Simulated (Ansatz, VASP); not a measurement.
SiB2: VASP beside Ansatz

The input INCAR:

```
  PREC = Accurate
  ENCUT = 600
  EDIFF = 1E-6
  ISMEAR = 0
  SIGMA = 0.1
  LREAL = False
  LASPH = True
  NELM = 80
  ALGO = Normal
  ISIF = 3
  LWAVE = False
  LCHARG = False
  GGA = PE
  IBRION = 2
  NSW = 100
  EDIFFG = -0.01
```

Contents of KPOINTS:

```
Automatic mesh
0
Gamma
  10 6 8
```

The input POSCAR:

```
SiB2
1.0
    2.9584300259      0.0000000000      0.0000000000
    0.0000000000      4.7767514804      0.0000000000
    0.0000000000      0.0000000000      3.7374678344
Si B
2 4
Direct
    0.5000000000      0.5000000000      0.1302877244
    0.0000000000      0.0000000000      0.8697122756
    0.5000000000      0.6972824294      0.6141340792
    0.5000000000      0.3027175706      0.6141340792
    0.0000000000      0.1972824294      0.3858659208
    0.0000000000      0.8027175706      0.3858659208
```

Input for Ansatz:

```yaml
crystal:
  lattice:
    - [2.9584300259, 0.0, 0.0]
    - [0.0, 4.7767514804, 0.0]
    - [0.0, 0.0, 3.7374678344]
  atoms:
    - { symbol: Si, position: [0.5, 0.5, 0.1302877244] }
    - { symbol: Si, position: [0.0, 0.0, 0.8697122756] }
    - { symbol: B, position: [0.5, 0.6972824294, 0.6141340792] }
    - { symbol: B, position: [0.5, 0.3027175706, 0.6141340792] }
    - { symbol: B, position: [0.0, 0.1972824294, 0.3858659208] }
    - { symbol: B, position: [0.0, 0.8027175706, 0.3858659208] }
basis:
  ecutwfc: 420
kpoints:
  mp_grid: { grid: [10, 6, 8] }
hamiltonian:
  xc: pbe
scf:
  occupations: { method: gaussian, width: 0.1 }
output:
  forces: true
  stress: true
  eigenvalues: true
relax:
  adjacent_minimum: "off"
  f_tol: 0.01
  max_steps: 80
  cell: { stress_tol: 0.05 }
```

Alike in both runs: task relaxation of cell and atoms; functional PBE; k mesh 10 × 6 × 8; occupations gaussian, width 0.1 eV; no spin polarisation.

|  | VASP | Ansatz |
| --- | --- | --- |
| version | VASP 6.6.1 | Ansatz 0.2.0 |
| potentials or method | VASP PAW PBE potentials, release 64 (Si, B), cutoff 600 eV | scalar-relativistic, plane waves, PAW |
| valence electrons in the cell | 20 | 20 |

Ansatz gave:

- gap on the k mesh at the Fermi level, each at its own relaxed structure (eV): none
- relaxed volume (Å³/atom): 8.78
- relaxed length of the cell vector where the two differ most in proportion (Å): 3.737

Task: Which values does VASP return?

Result: gap on the k mesh at the Fermi level, each at its own relaxed structure (eV): none; relaxed volume (Å³/atom): 8.78; relaxed length of the cell vector where the two differ most in proportion (Å): 3.735.

A gap of «none» marks a metal or a gap that the smearing closes.
